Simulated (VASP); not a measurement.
The system is CsOs.

```xyz
2
Lattice="3.9224 0.0000 0.0000 0.0000 3.9224 0.0000 0.0000 0.0000 3.9224" Properties=species:S:1:pos:R:3 pbc="T T T"
Cs    0.0000    0.0000    0.0000
Os    1.9612    1.9612    1.9612
```

| Property | Result |
| --- | --- |
| Program | VASP 6.6.1 |
| Task | relaxation of cell and atoms |
| Functional | PBE |
| Potentials or basis | VASP PAW PBE potentials, release 64 (Cs_sv, Os) |
| Cutoff | 600 eV |
| k mesh | 14 × 14 × 14 |
| Occupations | gaussian, width 0.1 eV |
| Spin | no spin polarisation |

At the start: pressure -2.0 GPa; volume 30.17 Å³/atom.

How do energy, volume and symmetry change on relaxing?

Over 4 steps the energy falls by 27.7 meV/atom and the volume is 26.41 Å³/atom (-12.5 %); space group Pm-3m (No. 221, to 0.1 Å) before and after.

The path:
```
step  energy change (eV)  largest force (eV/Å)  pressure (GPa)  volume (Å³)
   1              0.0000                0.0000           -2.01        60.35
   2             -0.0352                0.0000           -1.41        57.10
   3             -0.0552                0.0000           -0.20        53.39
   4             -0.0555                0.0000            0.05        52.83
```

Final structure:
```
CELL_PARAMETERS angstrom
3.75217 0.00000 0.00000
0.00000 3.75217 0.00000
0.00000 0.00000 3.75217
ATOMIC_POSITIONS crystal
Cs 0.00000 0.00000 0.00000
Os 0.50000 0.50000 0.50000
```
